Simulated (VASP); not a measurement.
AlGeIr3, 5 atoms in the cell. It takes space group P-6m2 (No. 187, hexagonal). The conventional cell has a = 4.184 Å, b = 4.184 Å, c = 5.358 Å, α = 90.00°, β = 90.00°, γ = 120.00°. Within 3.7 Å of Al (site symmetry -6m2) lie 8 Ir at 2.68 to 2.72 Å and 6 Ge at 3.61 Å. Within 3.2 Å of Ge (site symmetry -6m2) lie 9 Ir at 2.42 to 2.80 Å. Within 3.3 Å of Ir (site symmetry 3m) lie 5 Ir at 2.52 to 2.84 Å and 3 Al at 2.72 Å and 3 Ge at 2.80 Å. Ir (site symmetry -6m2) has 3 Ge at 2.42 Å and 2 Al at 2.68 Å and 6 Ir at 2.80 Å within 3.2 Å. The cell was generated, and may not be a known phase.

| Quantity | Value |
| --- | --- |
| Program | VASP 6.6.1 |
| Task | relaxation of cell and atoms |
| Functional | PBE |
| Potentials or basis | VASP PAW PBE potentials, release 64 (Al, Ge_d, Ir) |
| Cutoff | 600 eV |
| k mesh | 12 × 12 × 8 |
| Occupations | gaussian, width 0.1 eV |
| Spin | no spin polarisation |
| Dipole correction | no |
| Further INCAR settings | ALGO = Fast; EDIFF = 1e-06; IBRION = 2; EDIFFG = -0.01; NSW = 100; ISIF = 3 |

Potentials or basis: VASP PAW PBE potentials, release 64 (Al, Ge_d, Ir).

The run is started by

```sh
$ cat potpaw_PBE.64/Al/POTCAR potpaw_PBE.64/Ge_d/POTCAR potpaw_PBE.64/Ir/POTCAR > POTCAR
$ mpirun -np 1 vasp_std > vasp.out
```

Hardware: 1 thread of Intel(R) Xeon(R) 6975P-C (Granite Rapids), with other jobs on the host.

Problem. How long does it take, and how much memory?

Solution. Run time: 6.9 min on 1 thread of Intel(R) Xeon(R) 6975P-C (Granite Rapids) (shared host), peak memory 0.45 GiB. Counts: scf iterations 47, k points 95, ion steps 6.
